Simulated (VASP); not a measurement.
# AlN (Pm) in VASP: further runs

AlN is run at these levels: PBE; tasks: single point.

All numbers are computed with VASP 6.6.1; they aren't measurements. Logs are shortened: lines on timing, memory, paths and dates and some standing lists are left out, and cuts for length are marked.

**1. The cell of the first run**

Symmetry: Pm, No. 6, monoclinic system. Conventional cell: a = 3.313 Å, b = 4.187 Å, c = 5.739 Å, α = 90.00°, β = 90.00°, γ = 90.00°. Al (site symmetry m) has 5 N at 1.66 to 2.11 Å within 2.2 Å. Al (site symmetry m) has 5 N at 1.91 to 2.09 Å within 2.5 Å. Within 2.5 Å of Al (site symmetry m) lie 5 N at 1.91 to 2.09 Å. Within 2.5 Å of Al (site symmetry m) lie 5 N at 1.91 to 2.09 Å. N (site symmetry m) has 5 Al at 1.91 to 2.11 Å within 2.5 Å. N (site symmetry m) has 5 Al at 1.91 to 2.09 Å within 2.5 Å. Within 2.2 Å of N (site symmetry m) lie 5 Al at 1.66 to 2.09 Å. N (site symmetry m) has 5 Al at 1.91 to 2.09 Å within 2.5 Å.

**2. Single point, PBE (atom 1 (Al) moved by +0.000 Å along [1 0 0] and +0.252 Å along [1 2 0])**

Input file INCAR:

```
SYSTEM = AlN
PREC = Accurate
ENCUT = 520
EDIFF = 1E-7
ISMEAR = 0
SIGMA = 0.05
LREAL = .False.
LASPH = .True.
NELM = 80
ALGO = Normal
ISIF = 2
LWAVE = .False.
LCHARG = .True.
GGA = PE
LELF = .True.
LVHAR = .True.
NBANDS = 26
```

Input file KPOINTS:

```
regular mesh
0
Gamma
  8 6 4
  0 0 0
```

Input file POSCAR:

```
AlN
1.0
   -1.6567491617      2.8695737234      0.0000000000
    0.0000000000      0.0000000000      4.1874629526
    4.9702474850      2.8695737234      0.0000000000
Al N
4 4
Direct
    0.5658634411      0.7500000000      0.1886211471
    0.0000000000      0.7500000000      0.6666666667
    0.0000000000      0.2500000000      0.3333333333
    0.5000000000      0.2500000000      0.8333333333
    0.5000000000      0.2500000000      0.1666666667
    0.0000000000      0.2500000000      0.6666666667
    0.0000000000      0.7500000000      0.3333333333
    0.5000000000      0.7500000000      0.8333333333
```

Potentials or basis: VASP PAW PBE potentials, release 64 (Al, N).

Launch:

```console
cat potpaw_PBE.64/Al/POTCAR potpaw_PBE.64/N/POTCAR > POTCAR
mpirun -np 1 vasp_std > vasp.out
```

OUTCAR:

```text
SYSTEM = AlN
   PREC = Accurate
   ENCUT = 520
   EDIFF = 1E-7
   ISMEAR = 0
   LREAL = .False.
   LASPH = .True.
   NELM = 80
   ISIF = 2
   GGA = PE

 ion  position               nearest neighbor table
   1  0.566  0.750  0.189-   7 1.66   7 2.05   8 2.05   5 2.11   5 2.11   3 2.67   3 2.67   3 2.93
                             3 2.93   4 2.93   4 2.93   2 3.10   2 3.32   2 3.32
   2  0.000  0.750  0.667-   8 1.91   8 1.91   7 1.91   6 2.09   6 2.09   4 2.84   4 2.84   4 2.84
                             4 2.84   3 2.84   3 2.84   1 3.10   1 3.32   1 3.32
   3  0.000  0.250  0.333-   5 1.91   5 1.91   6 1.91   7 2.09   7 2.09   1 2.67   1 2.67   2 2.84
                             2 2.84   1 2.93   1 2.93   4 3.31   4 3.31   4 3.31   4 3.31
   4  0.500  0.250  0.833-   6 1.91   6 1.91   5 1.91   8 2.09   8 2.09   2 2.84   2 2.84   2 2.84
                             2 2.84   1 2.93   1 2.93   3 3.31   3 3.31   3 3.31   3 3.31
   5  0.500  0.250  0.167-   3 1.91   3 1.91   4 1.91   1 2.11   1 2.11
   6  0.000  0.250  0.667-   4 1.91   4 1.91   3 1.91   2 2.09   2 2.09
   7  0.000  0.750  0.333-   1 1.66   2 1.91   1 2.05   3 2.09   3 2.09
   8  0.500  0.750  0.833-   2 1.91   2 1.91   1 2.05   4 2.09   4 2.09

  LATTYP: Found a simple orthorhombic cell.
 ALAT       =     3.3134983233
 B/A-ratio  =     1.2637588868
 C/A-ratio  =     1.7320508076

  Lattice vectors:

 A1 = (  -1.6567491617,   2.8695737234,   0.0000000000)
 A2 = (   0.0000000000,   0.0000000000,   4.1874629526)
 A3 = (   4.9702474850,   2.8695737234,   0.0000000000)

Analysis of symmetry for initial positions (statically):
=====================================================================
 Subroutine PRICEL returns:
 Original cell was already a primitive cell.

 Routine SETGRP: Setting up the symmetry group for a
 simple orthorhombic supercell.

 Subroutine GETGRP returns: Found  2 space group operations
 (whereof  1 operations were pure point group operations)
 out of a pool of  8 trial point group operations.

The static configuration has the point symmetry C_1 .
 The point group associated with its full space group is C_1h.

Analysis of symmetry for dynamics (positions and initial velocities):
=====================================================================
 Subroutine PRICEL returns:
 Original cell was already a primitive cell.

 Routine SETGRP: Setting up the symmetry group for a
 simple orthorhombic supercell.

 Subroutine GETGRP returns: Found  2 space group operations
 (whereof  1 operations were pure point group operations)
 out of a pool of  8 trial point group operations.

The dynamic configuration has the point symmetry C_1 .
 The point group associated with its full space group is C_1h.

 Subroutine INISYM returns: Found  2 space group operations
 (whereof  1 operations are pure point group operations),
 and found     1 'primitive' translations

----------------------------------------------------------------------------------------

                                     Primitive cell

  volume of cell :      79.6315

  direct lattice vectors                    reciprocal lattice vectors
    -1.656749162  2.869573723  0.000000000    -0.150897919  0.261362862  0.000000000
     0.000000000  0.000000000  4.187462953     0.000000000  0.000000000  0.238808083
     4.970247485  2.869573723  0.000000000     0.150897919  0.087120954  0.000000000

  length of vectors
     3.313498323  4.187462953  5.739147447     0.301795837  0.238808083  0.174241908

  position of ions in fractional coordinates (direct lattice)
     0.565863441  0.750000000  0.188621147
     0.000000000  0.750000000  0.666666667
     0.000000000  0.250000000  0.333333333
     0.500000000  0.250000000  0.833333333
     0.500000000  0.250000000  0.166666667
     0.000000000  0.250000000  0.666666667
     0.000000000  0.750000000  0.333333333
     0.500000000  0.750000000  0.833333333

  ion indices of the primitive-cell ions
   primitive index   ion index
                 1           1
                 2           2
                 3           3
                 4           4
                 5           5
                 6           6
                 7           7
                 8           8

----------------------------------------------------------------------------------------

 KPOINTS: regular mesh

Automatic generation of k-mesh.
 Grid dimensions read from file:
 generate k-points for:    8    6    4

 Generating k-lattice:

  Cartesian coordinates                     Fractional coordinates (reciprocal lattice)
    -0.018862240  0.032670358  0.000000000     0.125000000  0.000000000  0.000000000
     0.000000000  0.000000000  0.039801347     0.000000000  0.166666667  0.000000000
     0.037724480  0.021780238  0.000000000     0.000000000  0.000000000  0.250000000

  Length of vectors
     0.037724480  0.039801347  0.043560477

  Shift w.r.t. Gamma in fractional coordinates (k-lattice)
     0.000000000  0.000000000  0.000000000

 Subroutine IBZKPT returns following result:
 ===========================================

 Found     72 irreducible k-points:

 Following reciprocal coordinates:
            Coordinates               Weight
  0.000000  0.000000  0.000000      1.000000
  0.125000  0.000000 -0.000000      2.000000
  0.250000  0.000000 -0.000000      2.000000
  0.375000  0.000000 -0.000000      2.000000
  0.500000  0.000000 -0.000000      1.000000
  0.000000  0.166667  0.000000      2.000000
[... 16 lines left out ...]
  0.125000  0.000000 -0.250000      2.000000
  0.250000  0.000000  0.250000      2.000000
 [... further k-points ...]
   k-points           NKPTS =     72   k-points in BZ     NKDIM =     72   number of bands    NBANDS=     26
   number of dos      NEDOS =    301   number of ions     NIONS =      8
   total plane-waves  NPLWV =  43008
   dimension x,y,z NGX =    28 NGY =   32 NGZ =   48
   dimension x,y,z NGXF=    56 NGYF=   64 NGZF=   96
   ions per type =               4   4
   NGX,Y,Z   is equivalent  to a cutoff of  14.05, 12.70, 13.90 a.u.
   NGXF,Y,Z  is equivalent  to a cutoff of  28.10, 25.41, 27.81 a.u.
 SYSTEM =  AlN
   PREC   = accura    normal or accurate (medium, high low for compatibility)
   ISTART =      0    job   : 0-new  1-cont  2-samecut
   ICHARG =      2    charge: 1-file 2-atom 10-const
   ISPIN  =      1    spin polarized calculation?
   LNONCOLLINEAR =      F non collinear calculations
   LSORBIT =      F    spin-orbit coupling
   LASPH  =      T    aspherical Exc in radial PAW
   ENCUT  =  520.0 eV  38.22 Ry    6.18 a.u.   6.16  7.79 10.67*2*pi/ulx,y,z
   NELM   =     80;   NELMIN=  2; NELMDL= -5     # of ELM steps
   EDIFF  = 0.1E-06   stopping-criterion for ELM
   LREAL  =      F    real-space projection
   EDIFFG = 0.1E-05   stopping-criterion for IOM
   NSW    =      0    number of steps for IOM
   IBRION =     -1    ionic relax: 0-MD 1-quasi-New 2-CG
   NFREE  =      0    steps in history (QN), initial steepest desc. (CG)
   ISIF   =      2    stress and relaxation
   ISYM   =      2    0-nonsym 1-usesym 2-fastsym
   POTIM  = 0.5000    time-step for ionic-motion
   TEBEG  =    0.0;   TEEND  =   0.0 temperature during run
   PSTRESS=    0.0 pullay stress
   NELECT =      32.0000    total number of electrons
   NUPDOWN=      -1.0000    fix difference up-down
   EMIN   =  10.00;   EMAX   =-10.00  energy-range for DOS
   EFERMI =   0.00;   METHOD = LEGACY
   ISMEAR =     0;   SIGMA  =   0.05  broadening in eV -4-tet -1-fermi 0-gaus
   EFERMI_NEDOS =   21; number of points for ismear=-14 and -15
   IALGO  =     38    algorithm
   IMIX   =      4    mixing-type and parameters
     AMIX     =   0.40;   BMIX     =  1.00
     AMIX_MAG =   1.60;   BMIX_MAG =  1.00
  volume/ion in A,a.u.               =       9.95        67.17
  Fermi-wavevector in a.u.,A,eV,Ry     =   1.208082  2.282944 19.857191  1.459462
  Thomas-Fermi vector in A             =   2.343701
   LORBIT       =      0    0 simple, 1 ext, 2 COOP (PROOUT), +10 PAW based schemes
   GGA     = PE    functional components
   LHFCALC =     F    Hartree Fock is set to
   AEXX    =    0.0000 exact exchange contribution
   IVDW    =     0    specifies the selected vdW correction
   LEPSILON=     F    determine dielectric tensor
   LRPA    =     F    only Hartree local field effects (RPA)
 non-spin polarized calculation
 Gauss-broadening in eV      SIGMA  =   0.05
  energy-cutoff  :      520.00
  volume of cell :       79.63
 maximum number of plane-waves:      2174
 NGX is ok and might be reduce to    28
   NGX = 13   NGY = 15   NGZ = 21

 number of electron      31.9999993 magnetization

 Free energy of the ion-electron system (eV)
  ---------------------------------------------------
  ext. energy  EPLUGINS =         0.00000000
  ---------------------------------------------------
  free energy    TOTEN  =       -57.88054502 eV

  energy without entropy =      -57.88054502  energy(sigma->0) =      -57.88054502

 E-fermi :   8.1318     XC(G=0): -11.1536

 val. band max:        7.9177262997   @ k =   0.0000   0.0000   0.0000
 cond. band min:      11.0818812547   @ k =   0.0000   0.0000   0.0000
 fundamental gap:      3.1641549550
 Fermi energy:         8.1318454240

 k-point     1 :       0.0000    0.0000    0.0000
  band No.  band energies     occupation
      1      -8.9035      2.00000
      2      -7.0381      2.00000
      3      -5.9142      2.00000
      4      -5.1468      2.00000
      5       1.0355      2.00000
      6       1.4381      2.00000
[... 18 lines left out ...]
     25      17.2830      0.00000
     26      18.9188      0.00000

 k-point     2 :       0.1250    0.0000   -0.0000
  band No.  band energies     occupation
      1      -8.7724      2.00000
      2      -6.9326      2.00000
      3      -5.9528      2.00000
      4      -5.1485      2.00000
      5       1.1785      2.00000
      6       1.4148      2.00000
[... 18 lines left out ...]
     25      18.0502      0.00000
     26      18.7830      0.00000

 k-point     3 :       0.2500    0.0000   -0.0000
  band No.  band energies     occupation
      1      -8.3963      2.00000
      2      -6.6397      2.00000
      3      -6.1144      2.00000
      4      -5.1889      2.00000
      5       1.2815      2.00000
      6       1.5958      2.00000
[... 18 lines left out ...]
     25      17.6202      0.00000
     26      18.2109      0.00000

 k-point     4 :       0.3750    0.0000   -0.0000
  band No.  band energies     occupation
      1      -7.8393      2.00000
      2      -6.5059      2.00000
      3      -6.2050      2.00000
      4      -5.3415      2.00000
      5       1.2391      2.00000
      6       2.2427      2.00000
[... 18 lines left out ...]
     25      17.8080      0.00000
     26      18.7242      0.00000

 k-point     5 :       0.5000    0.0000   -0.0000
  band No.  band energies     occupation
      1      -7.3682      2.00000
      2      -6.9005      2.00000
      3      -5.9094      2.00000
      4      -5.5370      2.00000
      5       1.5354      2.00000
      6       1.7407      2.00000
[... 18 lines left out ...]
     25      17.9797      0.00000
     26      18.3046      0.00000

 k-point     6 :       0.0000    0.1667    0.0000
  band No.  band energies     occupation
      1      -8.7380      2.00000
      2      -6.9385      2.00000
      3      -6.0081      2.00000
      4      -5.4663      2.00000
      5       0.9745      2.00000
      6       1.5290      2.00000
[... 427 lines left out ...]
 k-point    21 :       0.0000    0.0000    0.2500
  band No.  band energies     occupation
      1      -8.7428      2.00000
      2      -7.4720      2.00000
      3      -5.6824      2.00000
      4      -5.0999      2.00000
      5       1.2136      2.00000
      6       1.7875      2.00000
[... 18 lines left out ...]
     25      17.3470      0.00000
     26      18.3651      0.00000

 k-point    22 :       0.1250    0.0000    0.2500
  band No.  band energies     occupation
      1      -8.6128      2.00000
      2      -7.3735      2.00000
      3      -5.7029      2.00000
      4      -5.1154      2.00000
      5       1.3575      2.00000
      6       1.7814      2.00000
[... 18 lines left out ...]
     25      17.6989      0.00000
     26      18.1132      0.00000

 k-point    23 :       0.1250    0.0000   -0.2500
  band No.  band energies     occupation
      1      -8.6181      2.00000
      2      -7.3590      2.00000
      3      -5.7182      2.00000
      4      -5.1119      2.00000
      5       1.3507      2.00000
      6       1.8195      2.00000
[... 18 lines left out ...]
     25      17.6836      0.00000
     26      18.1772      0.00000

 k-point    24 :       0.2500    0.0000    0.2500
  band No.  band energies     occupation
      1      -8.2471      2.00000
      2      -7.1014      2.00000
      3      -5.8073      2.00000
      4      -5.1945      2.00000
      5       1.5943      2.00000
      6       1.7699      2.00000
[... 18 lines left out ...]
     25      17.8521      0.00000
     26      17.9983      0.00000

 [... further k-points ...]
[... 5 lines left out ...]
  --------------------------------------------------------------------------------------
  -------------------------------------------------------------------------------------
  Total       -1.8217012      6.5602455      0.0389077      0.0070532      0.0000000      0.0000000
  in kB      -36.6524154    131.9913777      0.7828192      0.1419096      0.0000000      0.0000000
  external PRESSURE =      32.0405938 kB  Pullay stress =       0.0000000 kB

 VOLUME and BASIS-vectors are now :
 -----------------------------------------------------------------------------
  energy-cutoff  :      520.00
  volume of cell :       79.63
      direct lattice vectors                 reciprocal lattice vectors
    -1.656749162  2.869573723  0.000000000    -0.150897919  0.261362862  0.000000000
     0.000000000  0.000000000  4.187462953     0.000000000  0.000000000  0.238808083
     4.970247485  2.869573723  0.000000000     0.150897919  0.087120954  0.000000000

 POSITION                                       TOTAL-FORCE (eV/Angst)
 -----------------------------------------------------------------------------------
      0.00000      2.16505      3.14060        -0.469376     -7.008111      0.000000
      3.31350      1.91305      3.14060         0.468229      0.373855      0.000000
      1.65675      0.95652      1.04687        -0.167500      0.529477      0.000000
      3.31350      3.82610      1.04687         0.168117     -0.018370      0.000000
      0.00000      1.91305      1.04687         0.247119      0.662068      0.000000
      3.31350      1.91305      1.04687        -0.259273     -0.116877      0.000000
      1.65675      0.95652      3.14060        -0.293282      5.022477      0.000000
      3.31350      3.82610      3.14060         0.305966      0.555480      0.000000
 -----------------------------------------------------------------------------------
    total drift:                                0.000070     -0.000315      0.000000

  FREE ENERGIE OF THE ION-ELECTRON SYSTEM (eV)
  ---------------------------------------------------
  free  energy   TOTEN  =       -57.8805450208 eV

  energy  without entropy=      -57.8805450208  energy(sigma->0) =      -57.88054502
```

It took 1.9 min on 1 thread of Intel Xeon 6975P-C (Granite Rapids), shared host; peak memory 0.26 GiB.

Results:

```
Free energy            : -57.8805 eV
Pressure               : 3.2 GPa
Largest force          : 7.024 eV/Å
Band gap on the k mesh : 3.16 eV
```

Forces on the atoms (eV/Å):
```
Al  -0.469 -7.008  0.000
Al   0.468  0.374  0.000
Al  -0.168  0.529  0.000
Al   0.168 -0.018  0.000
N    0.247  0.662  0.000
N   -0.259 -0.117  0.000
N   -0.293  5.022  0.000
N    0.306  0.555  0.000
```

Caveat: the cell differs from its parent crystal (atom 1 (Al) moved by +0.000 Å along [1 0 0] and +0.252 Å along [1 2 0]); the stress differs along the axes, from -4 to 13 GPa; forces of over 1 eV/Å act on the atoms, so gaps and moduli don't describe the material at rest.

(Part 1 of 2 ends here.)
